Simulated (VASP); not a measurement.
A run of VASP 6.6.1:

INCAR

```
PREC = Accurate
ENCUT = 520
EDIFF = 1E-6
ISMEAR = 0
SIGMA = 0.1
LREAL = F
LASPH = T
NELM = 150
ALGO = Normal
ISIF = 2
LWAVE = F
LCHARG = F
LMAXMIX = 4
LDAU = T
LDAUTYPE = 2
LDAUL = 2 -1
LDAUU = 6.2 0
LDAUJ = 0 0
LDAUPRINT = 1
GGA = PE
NBANDS = 17
```

File KPOINTS:

```
regular mesh
0
Gamma
  14 14 14
```

The input POSCAR:

```
WS
1.0
    0.0000000000      2.5379126705      2.5379126705
    2.5379126705      0.0000000000      2.5379126705
    2.5379126705      2.5379126705      0.0000000000
W S
1 1
Direct
    0.0000000000      0.0000000000      0.0000000000
    0.5000000000      0.5000000000      0.5000000000
```

Potentials or basis: VASP PAW PBE potentials, release 64 (W_sv, S).

Launch:

```bash
$ cat potpaw_PBE.64/W_sv/POTCAR potpaw_PBE.64/S/POTCAR > POTCAR
$ mpirun -np 1 vasp_std > vasp.out
```

Hardware: 1 thread of Intel(R) Xeon(R) 6975P-C (Granite Rapids), with other jobs on the host.

Question: How long does it take, and how much memory?

Answer: It took 58 s on 1 thread of Intel(R) Xeon(R) 6975P-C (Granite Rapids) (shared host), peak memory 0.19 GiB. Counts: scf iterations 15, k points 104.
